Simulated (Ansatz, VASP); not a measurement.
O: VASP beside Ansatz

```
O
1.0
     9.00000    0.00000    0.00000
     0.00000    9.50000    0.00000
     0.00000    0.00000   10.00000
O
2
Direct
  0.50000 0.50000 0.43950
  0.50000 0.50000 0.56050
```

Alike in both runs: functional PBEsol; k mesh 1 × 1 × 1; occupations fermi-dirac, width 0.02 eV; collinear spin.

Ansatz relaxed the structure, and its values are those at the end. VASP's run is a single point on that final structure, the one shown.

```csv
,VASP,Ansatz
version,VASP 6.6.1,Ansatz 0.2.0
potentials or method,"VASP PAW PBE potentials, release 64 (O_h), cutoff 1000 eV","plane waves, PAW"
valence electrons in the cell,12,12
```

```csv
,VASP,Ansatz,Ansatz less VASP
rms of the force components (eV/Å),0.116,0.001,-0.1154
net moment per atom (μB),1.00,1.00,0.000
size of the moment on the site where the two differ most (μB),0.62,0.55,-0.068
```

VASP's potentials were made for PBE, not for PBEsol. Site moments also hang on the region over which each program counts them. The functional is the same, so the differences come from potentials, cutoffs and numerics. Ansatz's warnings: end state compared, stress scf threshold loose.
